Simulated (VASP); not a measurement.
Runs of VASP 6.6.1 on Ir. The structure is that of space group P6_3/mmc (No. 194), or close to it. The cells are those of the table. This isn't the form of Ir at room conditions, which is fcc.

```tsv
potentials or basis	cell	cutoff (eV)	gap on the mesh (eV)	pressure (GPa)
VASP PAW LDA potentials, release 64 (Ir_sv_GW)	a = 2.642, b = 2.642, c = 4.313 Å, angles 90.0, 90.0, 120.0°, 2 atoms	560	none	30.0
VASP PAW LDA potentials, release 64 (Ir)	a = 2.705, b = 2.705, c = 4.240 Å, angles 90.0, 90.0, 120.0°, 2 atoms	500	none	18.8
VASP PAW LDA potentials, release 64 (Ir)	a = 2.651, b = 2.651, c = 4.386 Å, angles 90.0, 90.0, 120.0°, 2 atoms	500	none	21.1
VASP PAW LDA potentials, release 64 (Ir)	a = 2.624, b = 2.624, c = 4.503 Å, angles 90.0, 90.0, 120.0°, 2 atoms	500	none	(a)
VASP PAW LDA potentials, release 64 (Ir)	a = 2.705, b = 2.705, c = 4.269 Å, angles 90.0, 90.0, 120.0°, 2 atoms	500	none	(b)
VASP PAW LDA potentials, release 64 (Ir)	a = 2.678, b = 2.678, c = 4.386 Å, angles 90.0, 90.0, 120.0°, 2 atoms	500	none	11.3
VASP PAW LDA potentials, release 64 (Ir_sv_GW)	a = 2.642, b = 2.642, c = 4.386 Å, angles 90.0, 90.0, 120.0°, 2 atoms	560	none	21.3
VASP PAW LDA potentials, release 64 (Ir)	a = 2.678, b = 2.678, c = 4.269 Å, angles 90.0, 90.0, 120.0°, 2 atoms	500	none	24.8
```

Alike in all rows: task single point; level LDA; no spin polarisation; k mesh 18 × 18 × 10; smearing gaussian 0.15 eV.

Estimate the missing entries.

(a) 19.6; (b) 15.1.

Caveats: spin-orbit coupling is left out, which moves the levels of the heavy elements; the cell stands under pressure (at least some runs); the stress differs along the axes, from 13 to 30 GPa (at least some runs); the stress differs along the axes, from 15 to 24 GPa (at least some runs); the stress differs along the axes, from 2 to 29 GPa (at least some runs); the stress differs along the axes, from 11 to 24 GPa (at least some runs); the stress differs along the axes, from 14 to 25 GPa (at least some runs).

A k mesh can miss the band edges, and the runs leave out spin-orbit coupling on Ir.

A gap of «none» marks levels without a gap at the run's occupations.

The runs don't all hold the same shells in valence.
